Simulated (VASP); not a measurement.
Here is a VASP 6.6.1 calculation.

Contents of INCAR:

```
ALGO = Normal
EDIFF = 1E-8
ENCUT = 520
GGA = PE
ISIF = 2
ISMEAR = -1
LASPH = True
LCHARG = False
LEFG = True
LREAL = False
LWAVE = False
NBANDS = 17
NELM = 100
PREC = Accurate
SIGMA = 0.01
```

KPOINTS

```
k-points
0
Gamma
  9 9 9
```

File POSCAR:

```
PbSe
1.0
    0.0000000000      3.0723233306      3.0723233306
    3.0723233306      0.0000000000      3.0723233306
    3.0723233306      3.0723233306      0.0000000000
Pb Se
1 1
Direct
    0.0000000000      0.0000000000      0.0000000000
    0.5000000000      0.5000000000      0.5000000000
```

Potentials or basis: VASP PAW PBE potentials, release 64 (Pb_d, Se).

Run with:

```console
$ cat potpaw_PBE.64/Pb_d/POTCAR potpaw_PBE.64/Se/POTCAR > POTCAR
$ mpirun -np 1 vasp_std > vasp.out
```

Problem. Predict the pressure.

Solution. 1.8 GPa.

Caveat: without QUAD_EFG the Cq values of the log hold for a quadrupole moment of 1 mb, not for the nuclei.
